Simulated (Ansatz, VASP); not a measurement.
**One calculation of AlGa5As6, two programs**

```
Al Ga As
1.0
     4.06149    0.00000    0.00000
     0.00000    4.06149    0.00000
     0.00000    0.00000   17.21926
Al Ga As
1 5 6
Cartesian
  0.0000 0.0000 8.6096
  0.0000 0.0000 14.3466
  2.0307 2.0307 0.0000
  0.0000 0.0000 2.8727
  2.0307 2.0307 5.7442
  2.0307 2.0307 11.4750
  2.0307 0.0000 15.7829
  0.0000 2.0307 1.4363
  2.0307 0.0000 4.3082
  0.0000 2.0307 7.1860
  2.0307 0.0000 10.0332
  0.0000 2.0307 12.9111
```

Alike in both runs: functional PBE; k mesh 10 × 10 × 2; occupations gaussian, width 0.02 eV; no spin polarisation.

Ansatz relaxed the structure, and its values are those at the end. VASP's run is a single point on that final structure, the one shown.

|  | VASP | Ansatz |
| --- | --- | --- |
| version | VASP 6.6.1 | Ansatz 0.2.0 |
| potentials or method | VASP PAW PBE potentials, release 64 (Al, Ga_d, As), cutoff 520 eV | scalar-relativistic, plane waves, PAW |
| valence electrons in the cell | 98 | 158 |

VASP gave:

- gap on the k mesh at the Fermi level (eV): 0.40
- least direct gap on the mesh (eV): 0.40
- pressure (GPa): 0.2

Question: Which values does Ansatz return?

Answer: gap on the k mesh at the Fermi level (eV): 0.40; least direct gap on the mesh (eV): 0.40; pressure (GPa): 0.0.

VASP's potentials hold 98 valence electrons a cell and Ansatz's 158, so a difference there can come from the potentials and not from the codes.
